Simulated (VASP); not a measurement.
Write the native input for VASP 6.6.1 that does the following.

| Property | Result |
| --- | --- |
| Task | single point |
| Functional | PBEsol |
| Potentials or basis | VASP PAW PBE potentials, release 64 (Zr_sv, O) |
| Cutoff | 600 eV |
| k mesh | 6 × 6 × 6 |
| Occupations | gaussian, width 0.01 eV |
| Spin | no spin polarisation |
| Dipole correction | no |
| Further INCAR settings | ALGO = Normal; EDIFF = 1e-06; NBANDS = 19 |

The structure of ZrO2 lies in POSCAR:

```
ZrO2
1.0
    0.0000000000      2.5350000000      2.5350000000
    2.5350000000      0.0000000000      2.5350000000
    2.5350000000      2.5350000000      0.0000000000
Zr O
1 2
Direct
    0.0000000000      0.0000000000      0.0000000000
    0.2500000000      0.2500000000      0.2500000000
    0.7500000000      0.7500000000      0.7500000000
```

One way to write it, as run:

INCAR

```
  ALGO = Normal
  EDIFF = 1E-6
  ENCUT = 600
  GGA = PS
  GGA_COMPAT = False
  ISIF = 2
  ISMEAR = 0
  LASPH = True
  LCHARG = True
  LELF = True
  LREAL = False
  LVHAR = True
  LWAVE = False
  NBANDS = 19
  NELM = 120
  PREC = Accurate
  SIGMA = 0.01
```

KPOINTS

```
k-points
0
Gamma
  6 6 6
```

Potentials or basis: VASP PAW PBE potentials, release 64 (Zr_sv, O).

Command:

```sh
$ cat potpaw_PBE.64/Zr_sv/POTCAR potpaw_PBE.64/O/POTCAR > POTCAR
$ mpirun -np 1 vasp_std > vasp.out
```

It gave:

```json
{
  "Pressure": "-0.7 GPa",
  "Band gap on the k mesh": "3.31 eV (least direct gap 3.75 eV)"
}
```

Caveat: the PAW data sets were made with another functional, which shifts forces and pressure a little.

Run time: 41 s on 1 thread of Intel Xeon 8259CL, with other jobs on the host, peak memory 0.17 GiB.
